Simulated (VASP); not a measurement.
KI:

```xyz
2
Lattice="4.2279 0.0000 0.0000 0.0000 4.2909 0.0000 0.0000 0.0000 4.2909" Properties=species:S:1:pos:R:3 pbc="T T T"
K     0.0000    0.0000    0.0000
I     2.1139    2.1455    2.1455
```

This cell differs from its parent crystal: uniaxial x strain -1.5%.

Base run:

```yaml
Program: VASP 6.6.1
Functional: r2SCAN
Potentials_or_basis: VASP PAW PBE potentials, release 64 (K_sv, I)
Cutoff: 550 eV
k_mesh: 6 × 6 × 6
Occupations: gaussian, width 0.01 eV
Spin: no spin polarisation
```

Its results: band gap on the k mesh 4.02 eV (least direct gap 4.35 eV); pressure 0.2 GPa.

**Question.** The run is repeated on the same cell with these changes: functional from r2SCAN to HSE06; cutoff from 550 eV to 400 eV; k mesh from 6 × 6 × 6 to 4 × 4 × 4. What comes out?

**Answer.** Band gap on the k mesh 4.28 eV (least direct gap 4.66 eV); pressure 0.5 GPa.

Several settings changed at once.

Caveats: the PAW data sets were made with another functional, which shifts forces and pressure a little; spin-orbit coupling is left out, which moves the levels of the heavy elements.

A k mesh can miss the band edges.
